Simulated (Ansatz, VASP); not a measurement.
# B6I: VASP beside Ansatz

```
CELL_PARAMETERS angstrom
4.30179 0.00000 0.00000
-2.15090 3.72546 0.00000
0.00000 0.00000 5.76353
ATOMIC_POSITIONS crystal
B 0.23053 0.76947 0.72691
B 0.23053 0.46105 0.72691
B 0.53895 0.76947 0.72691
B 0.76947 0.23053 0.27309
B 0.46105 0.23053 0.27309
B 0.76947 0.53895 0.27309
I 0.00000 0.00000 0.50000
```

Alike in both runs: task single point; functional PBE; k mesh 6 × 6 × 4; occupations gaussian, width 0.1 eV; no spin polarisation.

|  | VASP | Ansatz |
| --- | --- | --- |
| version | VASP 6.6.1 | Ansatz 0.2.0 |
| potentials or method | VASP PAW PBE potentials, release 64 (B, I), cutoff 520 eV | scalar-relativistic, plane waves, PAW |
| valence electrons in the cell | 25 | 35 |

```csv
,VASP,Ansatz,Ansatz less VASP
gap on the k mesh at the Fermi level (eV),none,none,-
rms of the force components (eV/Å),7.274,7.170,-0.1043
```

Atom by atom the forces differ by 0.105 eV/Å (rms over components). A gap of «none» marks a metal or a gap that the smearing closes. The functional is the same, so the differences come from potentials, cutoffs and numerics. VASP's potentials hold 25 valence electrons a cell and Ansatz's 35, so a difference there can come from the potentials and not from the codes.

Neither program's run includes spin-orbit coupling.
